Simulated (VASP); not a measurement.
Input of a VASP 6.6.1 run:

Contents of INCAR:

```
PREC     = Accurate       # precision mode
ENCUT    = 600            # plane-wave cutoff, eV
EDIFF    = 1E-6           # SCF threshold, eV
ISMEAR   = -1             # smearing method
SIGMA    = 0.05           # smearing width, eV
LREAL    = F              # projectors in reciprocal space
LASPH    = T              # aspherical terms in the spheres
NELM     = 80             # most SCF steps
ALGO     = Normal         # electronic algorithm
ISIF     = 3              # what is computed and relaxed
LWAVE    = F              # write WAVECAR
LCHARG   = F              # write CHGCAR
GGA      = PE             # functional
IBRION   = 2              # ionic algorithm
NSW      = 60             # ionic steps
EDIFFG   = -0.005         # ionic threshold
```

The input KPOINTS:

```
regular mesh
0
Gamma
  19 19 19
```

The input POSCAR:

```
Rh
1.0
    0.0000000000      1.9152057761      1.9152057761
    1.9152057761      0.0000000000      1.9152057761
    1.9152057761      1.9152057761      0.0000000000
Rh
1
Direct
    0.0000000000      0.0000000000      0.0000000000
```

Potentials or basis: VASP PAW PBE potentials, release 64 (Rh_pv).

Launch:

```sh
$ cat potpaw_PBE.64/Rh_pv/POTCAR > POTCAR
$ mpirun -np 1 vasp_std > vasp.out
```

(1) What does it give for the space group after relaxing (to 0.1 Å)?

(2) What does it give for the band gap on the k mesh?

(3) What does it give for the relaxed volume?

Answers

(1) Fm-3m (No. 225).

(2) zero (an odd number of electrons rules out a gap without spin polarisation).

(3) 14.04 Å³/atom.
